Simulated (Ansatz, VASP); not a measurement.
One calculation of Se, two programs

File INCAR:

```
ALGO = Normal
EDIFF = 1E-7
ENCUT = 520
GGA = PS
ISIF = 2
ISMEAR = 0
LASPH = T
LCHARG = T
LELF = T
LREAL = F
LVHAR = T
LWAVE = F
NBANDS = 13
NELM = 80
PREC = Accurate
SIGMA = 0.1
```

Contents of KPOINTS:

```
k-points
0
Gamma
  12 10 12
```

File POSCAR:

```
Se
1.0
    0.0906101749      2.9593801955      2.9007445666
    3.1852023802     -0.1938476387      3.1852023802
    2.9007445666      2.9593801955      0.0906101749
Se
2
Direct
    0.4927964027      0.4748338774      0.4927964027
    0.7572035973      0.7751661226      0.7572035973
```

Input for Ansatz:

```yaml
crystal:
  lattice:
    - [0.0906101749, 2.9593801955, 2.9007445666]
    - [3.1852023802, -0.1938476387, 3.1852023802]
    - [2.9007445666, 2.9593801955, 0.0906101749]
  atoms:
    - { symbol: Se, position: [0.4927964027, 0.4748338774, 0.4927964027] }
    - { symbol: Se, position: [0.7572035973, 0.7751661226, 0.7572035973] }
basis:
  ecutwfc: 420
kpoints:
  mp_grid: { grid: [12, 10, 12] }
hamiltonian:
  xc: pbesol
scf:
  occupations: { method: gaussian, width: 0.1 }
output:
  forces: true
  stress: true
  eigenvalues: true
  populations: true
```

Alike in both runs: task single point; functional PBEsol; k mesh 12 × 10 × 12; occupations gaussian, width 0.1 eV; no spin polarisation.

```csv
,VASP,Ansatz
version,VASP 6.6.1,Ansatz 0.2.0
potentials or method,"VASP PAW PBE potentials, release 64 (Se), cutoff 520 eV","scalar-relativistic, plane waves, PAW"
valence electrons in the cell,12,32
```

VASP gave:

```
gap on the k mesh at the Fermi level (eV)                     : none
pressure (GPa)                                                : 4.9
traceless stress, the component that is largest in VASP (GPa) : 1.69
rms of the force components (eV/Å)                            : 0.300
```

Q: Estimate Ansatz's values.

A: gap on the k mesh at the Fermi level (eV): none; pressure (GPa): 4.8; traceless stress, the component that is largest in VASP (GPa): 1.72; rms of the force components (eV/Å): 0.301.

VASP's potentials were made for PBE, not for PBEsol. Atom by atom the forces differ by 0.006 eV/Å (rms over components). A gap of «none» marks a metal or a gap that the smearing closes. With one functional, cell and mesh, what is left measures potentials, basis and numerics. VASP's potentials hold 12 valence electrons a cell and Ansatz's 32, so a difference there can come from the potentials and not from the codes.
